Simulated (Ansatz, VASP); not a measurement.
## One calculation of AlRu, two programs

```
CELL_PARAMETERS angstrom
3.08135 0.00000 0.00000
0.00000 2.99160 0.00000
0.00000 0.00000 2.99160
ATOMIC_POSITIONS crystal
Al 0.00000 0.00000 0.00000
Ru 0.50000 0.50000 0.50000
```

Change from the starting cell: strain +0.0300 x Voigt [1, 0, 0, 0, 0, 0], atoms carried along.

Alike in both runs: task single point; functional LDA; k mesh 16 × 16 × 16; occupations gaussian, width 0.15 eV; no spin polarisation.

|  | VASP | Ansatz |
| --- | --- | --- |
| version | VASP 6.6.1 | Ansatz 0.2.0 |
| potentials or method | VASP PAW LDA potentials, release 64 (Al, Ru_pv), cutoff 520 eV | scalar-relativistic, plane waves, PAW |
| valence electrons in the cell | 17 | 19 |

```csv
,VASP,Ansatz,Ansatz less VASP
gap on the k mesh at the Fermi level (eV),none,none,-
pressure (GPa),-12.9,-13.4,-0.45
"traceless stress, the component that is largest in VASP (GPa)",-2.95,-2.92,+0.022
```

LDA's correlation is that of Perdew and Zunger in VASP and of Perdew and Wang (1992) in Ansatz. A gap of «none» marks a metal or a gap that the smearing closes. VASP's potentials hold 17 valence electrons a cell and Ansatz's 19, so a difference there can come from the potentials and not from the codes.
